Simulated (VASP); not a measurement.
# Li16H (a cell with a defect) in VASP: further runs, part 2 of 2

VASP 6.6.1.

## (4) Single point, LDA

INCAR reads:

```
PREC = Accurate
ENCUT = 520
EDIFF = 1E-6
ISMEAR = -1
SIGMA = 0.15
LREAL = Auto
LASPH = T
NELM = 80
ALGO = Normal
ISIF = 2
LWAVE = F
LCHARG = F
GGA = CA
NBANDS = 38
```

KPOINTS reads:

```
regular mesh
0
Gamma
  3 3 3
```

POSCAR reads:

```
Li16H
1.0
    6.9800000000      0.0000000000      0.0000000000
    0.0000000000      6.9800000000      0.0000000000
    0.0000000000      0.0000000000      6.9800000000
Li H
16 1
Direct
   -0.0006160458      0.0167765043     -0.0003151862
    0.6934097421      0.0054727794      0.1822063037
    0.0563467049      0.4952722063     -0.0162464183
   -0.0420773639      0.0299140401      0.6027650430
    0.2124641834      0.2580659026      0.2702292264
    0.5226647564      0.5481088825      0.0426217765
    0.5124785100      0.0099426934      0.5378653295
    0.8173495702      0.3511891117      0.1480802292
   -0.0046848138      0.3818051576      0.5285959885
    0.2437249284      0.8156590258      0.2023209169
    0.3603581662      0.1612607450      0.8524641834
    0.4876074499      0.3940401146      0.5530945559
    0.7534240688      0.6776934097      0.3244842407
    0.7609885387      0.2930659026      0.7858022923
    0.1974641834      0.6588252149      0.6499713467
    0.7109455587      0.7568767908      0.8170773639
    0.5569914040     -0.3729369628      0.2812320917
```

Potentials or basis: VASP PAW LDA potentials, release 64 (Li_sv, H).

On the command line:

```
cat potpaw_LDA.64/Li_sv/POTCAR potpaw_LDA.64/H/POTCAR > POTCAR
mpirun -np 1 vasp_std > vasp.out
```

OUTCAR:

```text
PREC = Accurate
   ENCUT = 520
   EDIFF = 1E-6
   ISMEAR = -1
   LREAL = Auto
   LASPH = T
   NELM = 80
   ISIF = 2
   GGA = CA

 ion  position               nearest neighbor table
   1  0.999  0.017  1.000-   2 2.49
   2  0.693  0.005  0.182-   1 2.49  13 2.53   8 2.57
   3  0.056  0.495  0.984-   8 2.26
   4  0.958  0.030  0.603-   9 2.52
   5  0.212  0.258  0.270-   9 2.51
   6  0.523  0.548  0.043-  16 2.52   8 2.58
   7  0.512  0.010  0.538-
   8  0.817  0.351  0.148-   3 2.26   2 2.57   6 2.58  14 2.59
   9  0.995  0.382  0.529-  14 2.51   5 2.51   4 2.52  15 2.54
  10  0.244  0.816  0.202-
  11  0.360  0.161  0.852-
  12  0.488  0.394  0.553-  14 2.60
  13  0.753  0.678  0.324-  17 1.45   2 2.53
  14  0.761  0.293  0.786-   9 2.51   8 2.59  12 2.60
  15  0.197  0.659  0.650-   9 2.54
  16  0.711  0.757  0.817-   6 2.52
  17  0.557  0.627  0.281-  13 1.45

  LATTYP: Found a simple cubic cell.
 ALAT       =     6.9800000000

  Lattice vectors:

 A1 = (   6.9800000000,   0.0000000000,   0.0000000000)
 A2 = (   0.0000000000,   6.9800000000,   0.0000000000)
 A3 = (   0.0000000000,   0.0000000000,   6.9800000000)

Analysis of symmetry for initial positions (statically):
=====================================================================
 Subroutine PRICEL returns:
 Original cell was already a primitive cell.

 Routine SETGRP: Setting up the symmetry group for a
 simple cubic supercell.

 Subroutine GETGRP returns: Found  1 space group operations
 (whereof  1 operations were pure point group operations)
 out of a pool of 48 trial point group operations.

The static configuration has the point symmetry C_1 .

Analysis of symmetry for dynamics (positions and initial velocities):
=====================================================================
 Subroutine PRICEL returns:
[... 150 lines left out ...]
  Fermi-wavevector in a.u.,A,eV,Ry     =   0.858258  1.621873 10.022155  0.736608
  Thomas-Fermi vector in A             =   1.975436
   LORBIT       =      0    0 simple, 1 ext, 2 COOP (PROOUT), +10 PAW based schemes
   GGA     = CA    functional components
   LHFCALC =     F    Hartree Fock is set to
   AEXX    =    0.0000 exact exchange contribution
   IVDW    =     0    specifies the selected vdW correction
   LEPSILON=     F    determine dielectric tensor
   LRPA    =     F    only Hartree local field effects (RPA)
 non-spin polarized calculation
  energy-cutoff  :      520.00
  volume of cell :      340.07
 maximum number of plane-waves:      9180
 NGX is ok and might be reduce to    54
   NGX = 25   NGY = 25   NGZ = 25

 number of electron      48.9999991 magnetization

 Free energy of the ion-electron system (eV)
  ---------------------------------------------------
  ext. energy  EPLUGINS =         0.00000000
  ---------------------------------------------------
  free energy    TOTEN  =       -33.76299406 eV

  energy without entropy =      -33.28719236  energy(sigma->0) =      -33.52509321

 E-fermi :   0.5066     XC(G=0):  -7.0410

 val. band max:        0.4654126673   @ k =   0.3333   0.0000   0.3333
 cond. band min:       0.5284528035   @ k =   0.3333   0.3333   0.0000
 fundamental gap:      0.0630401362
 Fermi energy:         0.5065988616

 k-point     1 :       0.0000    0.0000    0.0000
  band No.  band energies     occupation
      1     -45.7799      2.00000
      2     -45.7738      2.00000
      3     -45.6846      2.00000
      4     -45.5353      2.00000
      5     -45.4748      2.00000
      6     -45.4215      2.00000
[... 535 lines left out ...]
     35       3.3860      0.00000
     36       3.7413      0.00000
 [bands above 36 left out]

------------------------ aborting loop because EDIFF is reached ----------------------------------------

  FORCE on cell =-STRESS in cart. coord.  units (eV):
  Direction    XX          YY          ZZ          XY          YZ          ZX
  --------------------------------------------------------------------------------------
  -------------------------------------------------------------------------------------
  Total        0.3680677     -0.4935089     -0.6977064      1.3820660     -0.2207245     -1.8066938
  in kB        1.7340916     -2.3250876     -3.2871309      6.5113806     -1.0399080     -8.5119463
  external PRESSURE =      -1.2927090 kB  Pullay stress =       0.0000000 kB

 VOLUME and BASIS-vectors are now :
 -----------------------------------------------------------------------------
  energy-cutoff  :      520.00
  volume of cell :      340.07
      direct lattice vectors                 reciprocal lattice vectors
     6.980000000  0.000000000  0.000000000     0.143266476  0.000000000  0.000000000
     0.000000000  6.980000000  0.000000000     0.000000000  0.143266476  0.000000000
     0.000000000  0.000000000  6.980000000     0.000000000  0.000000000  0.143266476

 POSITION                                       TOTAL-FORCE (eV/Angst)
 -----------------------------------------------------------------------------------
      6.97570      0.11710      6.97780         0.219787     -0.045877     -0.287038
      4.84000      0.03820      1.27180        -0.580728      0.120185     -0.070989
      0.39330      3.45700      6.86660         0.420647      0.384424     -0.431947
      6.68630      0.20880      4.20730         0.208804     -0.503630     -0.462115
      1.48300      1.80130      1.88620         0.376698     -0.240057     -0.133494
      3.64820      3.82580      0.29750        -0.561425     -0.141812      0.094339
[... 9 lines left out ...]
      4.96240      5.28300      5.70320         0.245753      0.012910     -0.239404
      3.88780      4.37690      1.96300        -1.720964     -0.394855     -0.364857
 -----------------------------------------------------------------------------------
    total drift:                                0.012232      0.004740      0.009046

  FREE ENERGIE OF THE ION-ELECTRON SYSTEM (eV)
  ---------------------------------------------------
  free  energy   TOTEN  =       -33.7629940597 eV

  energy  without entropy=      -33.2871923630  energy(sigma->0) =      -33.52509321
```

stdout:

```text
POSCAR found type information on POSCAR LiH
 POSCAR found :  2 types and      17 ions
 scaLAPACK will be used
 LDA part: xc-table for (Slater(with rela. corr.)+CA(PZ))
 , standard interpolation
 POSCAR, INCAR and KPOINTS ok, starting setup
 FFT: planning ... GRIDC
 FFT: planning ... GRID_SOFT
 FFT: planning ... GRID
 WAVECAR not read
 entering main loop
```

Wall time 4 min (1 thread of Oxide Virtual Turin-like, shared host); peak memory 0.31 GiB.

Results:

```
Free energy   : -33.7630 eV
Largest force : 2.093 eV/Å
```

Forces in eV/Å, atoms in the order of the input:
```
Li   0.220 -0.046 -0.287
Li  -0.581  0.120 -0.071
Li   0.421  0.384 -0.432
Li   0.209 -0.504 -0.462
Li   0.377 -0.240 -0.133
Li  -0.561 -0.142  0.094
Li  -0.059 -0.289 -0.101
Li  -0.431 -0.249  0.736
Li  -0.104  0.276 -0.103
Li   0.254 -0.290  0.353
Li  -0.231  0.029  0.314
Li   0.148  0.597 -0.546
Li   1.917  0.341  0.770
Li  -0.282 -0.105  0.291
Li   0.181  0.498  0.181
Li   0.246  0.013 -0.239
H   -1.721 -0.395 -0.365
```

Caveat: the cutoff is under 1.25 times the usual one of these potentials, so pressure, stress and relaxed cells hold a basis-set (Pulay) error.
